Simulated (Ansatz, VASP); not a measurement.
Two plane-wave programs on RbCdCO3F

```
Rb Cd C O F
1.0
     5.17545    0.00000    0.00000
    -2.58772    4.48207    0.00000
     0.00000    0.00000    4.62554
Rb Cd C O F
1 1 1 3 1
Cartesian
  0.0000 0.0000 0.0000
  2.5877 1.4940 2.3128
  0.0000 2.9880 2.3128
  0.0000 1.6956 2.3128
  -1.1193 3.6343 2.3128
  1.1193 3.6343 2.3128
  2.5877 1.4940 0.0000
```

Alike in both runs: task relaxation of cell and atoms; functional PBEsol; k mesh 6 × 6 × 6; occupations gaussian, width 0.02 eV; no spin polarisation.

|  | VASP | Ansatz |
| --- | --- | --- |
| version | VASP 6.6.1 | Ansatz 0.2.0 |
| potentials or method | VASP PAW PBE potentials, release 64 (Rb_sv, Cd, C, O, F), cutoff 600 eV | scalar-relativistic, plane waves, PAW |
| valence electrons in the cell | 50 | 58 |

|  | VASP | Ansatz | Ansatz less VASP |
| --- | --- | --- | --- |
| gap on the k mesh at the Fermi level, each at its own relaxed structure (eV) | 1.68 | 1.70 | +0.028 |
| relaxed volume (Å³/atom) | 14.52 | 14.49 | -0.037 |
| relaxed cell length with the largest relative difference (Å) | 4.550 | 4.543 | -0.0071 |

VASP's potentials were made for PBE, not for PBEsol. VASP's potentials hold 50 valence electrons a cell and Ansatz's 58, so a difference there can come from the potentials and not from the codes.
